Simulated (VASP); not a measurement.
A run of VASP 6.6.1 is set up as follows.

Contents of INCAR:

```
SYSTEM = HfB
ALGO = Normal ; EDIFF = 1E-7
ENCUT = 520 ; GGA = PE
ISIF = 2 ; ISMEAR = 0
LASPH = .True. ; LCHARG = .True.
LELF = .True. ; LREAL = .False.
LVHAR = .True. ; LWAVE = .False.
NBANDS = 14 ; NELM = 60
PREC = Accurate ; SIGMA = 0.05
```

KPOINTS

```
k-points
0
Gamma
  12 12 12
  0 0 0
```

POSCAR

```
HfB
1.0
    0.0000000000      2.3100000000      2.3100000000
    2.3100000000      0.0000000000      2.3100000000
    2.3100000000      2.3100000000      0.0000000000
Hf B
1 1
Direct
    0.5000000000      0.5000000000      0.5000000000
    0.0000000000      0.0000000000      0.0000000000
```

Potentials or basis: VASP PAW PBE potentials, release 64 (Hf_pv, B).

Command:

```bash
$ cat potpaw_PBE.64/Hf_pv/POTCAR potpaw_PBE.64/B/POTCAR > POTCAR
$ mpirun -np 1 vasp_std > vasp.out
```

Estimate the pressure.

30.7 GPa.
